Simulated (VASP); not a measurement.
Runs of VASP 6.6.1 on Zr. The structure is that of space group Im-3m (No. 229), or close to it. The cells are those of the table. 

| task | cell | k mesh | cutoff (eV) | k mesh for the DOS | occupations for the DOS | gap on the mesh (eV) | pressure (GPa) |
| --- | --- | --- | --- | --- | --- | --- | --- |
| single point | a = 2.999 Å, angles 109.5°, 1 atom | 15 × 15 × 15 | 520 | - | - | none | 5.1 |
| single point | a = 2.499 Å, angles 109.5°, 1 atom | 15 × 15 × 15 | 520 | - | - | none | 155.2 |
| single point | a = 2.338 Å, angles 109.5°, 1 atom | 15 × 15 × 15 | 500 | - | - | none | (a) |
| relaxation of cell and atoms | relaxed from a = 3.079 Å, angles 109.5°, 1 atom | 15 × 15 × 15 | 600 | - | - | none | 0.0 |
| single point | a = 2.890 Å, angles 109.5°, 1 atom | 15 × 15 × 15 | 500 | - | - | none | 19.3 |
| single point | a = 2.772 Å, angles 109.5°, 1 atom | 15 × 15 × 15 | 500 | - | - | none | 42.7 |
| single point | a = 3.051 Å, angles 109.5°, 1 atom | 15 × 15 × 15 | 500 | - | - | none | 0.1 |
| single point | a = 2.643 Å, angles 109.5°, 1 atom | 15 × 15 × 15, shifted | 520 | - | - | none | (c) |
| single point | a = 2.338 Å, angles 109.5°, 1 atom | 15 × 15 × 15 | 520 | - | - | none | (b) |

Alike in all rows: level PBEsol; potentials or basis VASP PAW PBE potentials, release 64 (Zr_sv); no spin polarisation; smearing fermi-dirac 0.08 eV.

Task: Fill in the values left out.

Result: (a) 307.8; (b) 307.7; (c) 82.4.

Caveats: the PAW data sets were made with another functional, which shifts forces and pressure a little.

A k mesh can miss the band edges, and the runs leave out spin-orbit coupling on Zr.

A gap of «none» marks levels without a gap at the run's occupations.
